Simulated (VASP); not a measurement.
Set up this calculation in VASP 6.6.1, as the native input.

```
Task                   : single point
Functional             : LDA
Potentials or basis    : VASP PAW LDA potentials, release 64 (Hf_pv, C)
Cutoff                 : 600 eV
k mesh                 : 10 × 10 × 10
Occupations            : fermi-dirac, width 0.0816 eV
Spin                   : no spin polarisation
Dipole correction      : no
Further INCAR settings : ALGO = Normal; EDIFF = 1e-06; NBANDS = 14
```

The structure of HfC lies in POSCAR:

```
HfC
1.0
    0.0000000000      2.3250000000      2.3250000000
    2.3250000000      0.0000000000      2.3250000000
    2.3250000000      2.3250000000      0.0000000000
Hf C
1 1
Direct
    0.5000000000      0.5000000000      0.5000000000
    0.0000000000      0.0000000000      0.0000000000
```

One way to write it, as run:

INCAR

```
SYSTEM = HfC
ALGO     = Normal         ! electronic algorithm
EDIFF    = 1E-6           ! SCF threshold, eV
ENCUT    = 600            ! plane-wave cutoff, eV
GGA      = CA             ! functional
GGA_COMPAT= .False.      
ISIF     = 2              ! what is computed and relaxed
ISMEAR   = -1             ! smearing method
LASPH    = .True.         ! aspherical terms in the spheres
LCHARG   = .True.         ! write CHGCAR
LELF     = .True.         ! ELF
LREAL    = .False.        ! projectors in reciprocal space
LVHAR    = .True.       
LWAVE    = .False.        ! write WAVECAR
NBANDS   = 14             ! bands
NELM     = 120            ! most SCF steps
PREC     = Accurate       ! precision mode
SIGMA    = 0.0816         ! smearing width, eV
```

KPOINTS

```
k-points
0
Gamma
  10 10 10
  0 0 0
```

Potentials or basis: VASP PAW LDA potentials, release 64 (Hf_pv, C).

The run is started by

```bash
$ cat potpaw_LDA.64/Hf_pv/POTCAR potpaw_LDA.64/C/POTCAR > POTCAR
$ mpirun -np 1 vasp_std > vasp.out
```

Results of the run:

```json
{
  "Pressure": "-11.7 GPa",
  "Band gap on the k mesh": "zero (bands 7 and 8 overlap by 1.41 eV)"
}
```

Caveat: the cell stands under tension; spin-orbit coupling is left out, which moves the levels of the heavy elements.

It took 23 s on 1 thread of Intel(R) Xeon(R) Platinum 8259CL CPU @ 2.50GHz (Skylake/Cascade Lake), on a shared host, peak memory 0.16 GiB.
